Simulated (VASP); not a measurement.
Runs of VASP 6.6.1 on AlNi. The structure is that of space group Pm-3m (No. 221), or close to it. The cells are those of the table. 

| task | cell | cutoff (eV) | gap on the mesh (eV) | pressure (GPa) |
| --- | --- | --- | --- | --- |
| single point | a = 2.805 Å, 2 atoms | 520 | none | 12.2 |
| relaxation of cell and atoms | relaxed to 12 GPa from a = 2.804 Å, 2 atoms | 600 | none | 12.0 |
| relaxation of cell and atoms | relaxed to 4 GPa from a = 2.841 Å, 2 atoms | 600 | none | 4.0 |
| single point | a = 2.841 Å, 2 atoms | 520 | none | (b) |
| relaxation of cell and atoms | relaxed to 25 GPa from a = 2.753 Å, 2 atoms | 600 | none | 25.0 |
| single point | a = 2.756 Å, 2 atoms | 520 | none | 25.1 |
| single point | a = 2.862 Å, 2 atoms | 520 | none | (a) |
| single point | a = 2.857 Å, 2 atoms | 520 | none | 1.2 |

Alike in all rows: level PBEsol; potentials or basis VASP PAW PBE potentials, release 64 (Al, Ni); no spin polarisation; k mesh 14 × 14 × 14; smearing gaussian 0.1 eV.

**Question.** Fill in the values left out.

**Answer.** (a) 0.2; (b) 4.2.

Caveats: the PAW data sets were made with another functional, which shifts forces and pressure a little; the cell is relaxed towards a set pressure, so the enthalpy falls and the energy may rise (some runs).

A gap of «none» marks levels without a gap at the run's occupations.
